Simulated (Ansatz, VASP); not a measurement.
# One calculation of TiO2, two programs

The input INCAR:

```
SYSTEM = TiO2
PREC = Accurate
ENCUT = 520
EDIFF = 1E-6
ISMEAR = -1
SIGMA = 0.08
LREAL = .False.
LASPH = .True.
NELM = 100
ALGO = Normal
ISIF = 2
LWAVE = .False.
LCHARG = .False.
NBANDS = 33
```

Contents of KPOINTS:

```
Automatic mesh
0
Gamma
  13 13 13
  0 0 0
```

POSCAR

```
TiO2
1.0
   -1.8925000000      1.8925000000      4.6618600000
    1.8925000000     -1.8925000000      4.6618600000
    1.8925000000      1.8925000000     -4.6618600000
Ti O
2 4
Direct
    0.0000000000      0.0000000000      0.0000000000
    0.7500000000      0.2500000000      0.5000000000
    0.2066000000      0.2066000000      0.0000000000
    0.9566000000      0.4566000000      0.5000000000
    0.5434000000      0.0434000000      0.5000000000
    0.7934000000      0.7934000000      0.0000000000
```

Input for Ansatz:

```yaml
crystal:
  lattice:
    - [-1.8925, 1.8925, 4.66186]
    - [1.8925, -1.8925, 4.66186]
    - [1.8925, 1.8925, -4.66186]
  atoms:
    - { symbol: Ti, position: [0.0, 0.0, 0.0] }
    - { symbol: Ti, position: [0.75, 0.25, 0.5] }
    - { symbol: O, position: [0.2066, 0.2066, 0.0] }
    - { symbol: O, position: [0.9566, 0.4566, 0.5] }
    - { symbol: O, position: [0.5434, 0.0434, 0.5] }
    - { symbol: O, position: [0.7934, 0.7934, 0.0] }
kpoints:
  mp_grid: { grid: [13, 13, 13] }
  band_path:
    path:
      - [0.0, 0.0, 0.0]
      - [0.0, 0.0, 0.5]
      - [0.25, 0.25, 0.25]
      - [0.0, 0.5, 0.0]
      - [0.0, 0.0, 0.0]
      - [0.5, 0.5, -0.5]
      - [0.2911996314, 0.7088003686, -0.2911996314]
      - [-0.2911996314, 0.2911996314, 0.2911996314]
      - [0.0, 0.0, 0.0]
    npoints: 5
scf:
  occupations: { method: fermi_dirac, width: 0.08 }
hamiltonian:
  xc: lda
  pseudopotentials: { kind: all_electron, lapw: { basis_error: 0.001 } }
output:
  forces: true
  stress: true
  eigenvalues: true
```

Change from the starting cell: zz strain of -2 %.

Alike in both runs: task single point; functional LDA; k mesh 13 × 13 × 13; occupations fermi-dirac, width 0.08 eV; no spin polarisation.

|  | VASP | Ansatz |
| --- | --- | --- |
| version | VASP 6.6.1 | Ansatz 0.2.0 |
| potentials or method | VASP PAW LDA potentials, release 64 (Ti_sv, O), cutoff 520 eV | all-electron LAPW, scalar-relativistic |

|  | VASP | Ansatz | Ansatz less VASP |
| --- | --- | --- | --- |
| pressure (GPa) | 0.2 | -0.8 | -1.00 |
| traceless stress, the component that is largest in VASP (GPa) | 6.79 | 6.57 | -0.217 |
| rms of the force components (eV/Å) | 0.279 | 0.259 | -0.0199 |

LDA's correlation is that of Perdew and Zunger in VASP and of Perdew and Wang (1992) in Ansatz. Atom by atom the forces differ by 0.020 eV/Å (rms over components). Ansatz ran all-electron here, and VASP with PAW potentials.
